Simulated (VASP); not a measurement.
A run of VASP 6.6.1 is set up as follows.

File INCAR:

```
SYSTEM = TaSiO4
PREC     = Accurate       ! precision mode
ENCUT    = 600            ! plane-wave cutoff, eV
EDIFF    = 1E-6           ! SCF threshold, eV
ISMEAR   = 0              ! smearing method
SIGMA    = 0.1            ! smearing width, eV
LREAL    = .False.        ! projectors in reciprocal space
LASPH    = .True.         ! aspherical terms in the spheres
NELM     = 200            ! most SCF steps
ALGO     = Normal         ! electronic algorithm
ISIF     = 2              ! what is computed and relaxed
LWAVE    = .False.        ! write WAVECAR
LCHARG   = .False.        ! write CHGCAR
ISPIN    = 2              ! spin polarisation
MAGMOM   = 1 0 0 0 0 0    ! initial moments
LORBIT   = 11             ! projections on sites
LMAXMIX  = 4              ! l up to which the mixer works
GGA      = PE             ! functional
NBANDS   = 32             ! bands
GGA_COMPAT= .False.
```

File KPOINTS:

```
Automatic mesh
0
Gamma
  6 6 6
  0 0 0
```

File POSCAR:

```
TaSiO4
1.0
    0.0000000000      3.1088989894      3.1088989894
    3.1088989894      0.0000000000      3.1088989894
    3.1088989894      3.1088989894      0.0000000000
Ta Si O
1 1 4
Direct
    0.2500000000      0.2500000000      0.2500000000
    0.0000000000      0.0000000000      0.0000000000
    0.1289240359      0.6236919880      0.6236919880
    0.6236919880      0.6236919880      0.6236919880
    0.6236919880      0.1289240359      0.6236919880
    0.6236919880      0.6236919880      0.1289240359
```

Potentials or basis: VASP PAW PBE potentials, release 64 (Ta_pv, Si, O).

Run with:

```bash
$ cat potpaw_PBE.64/Ta_pv/POTCAR potpaw_PBE.64/Si/POTCAR potpaw_PBE.64/O/POTCAR > POTCAR
$ mpirun -np 1 vasp_std > vasp.out
```

Q: What does it give for the pressure?

A: -0.2 GPa.

Q: Predict the net moment.

A: 0.00 μB per cell.
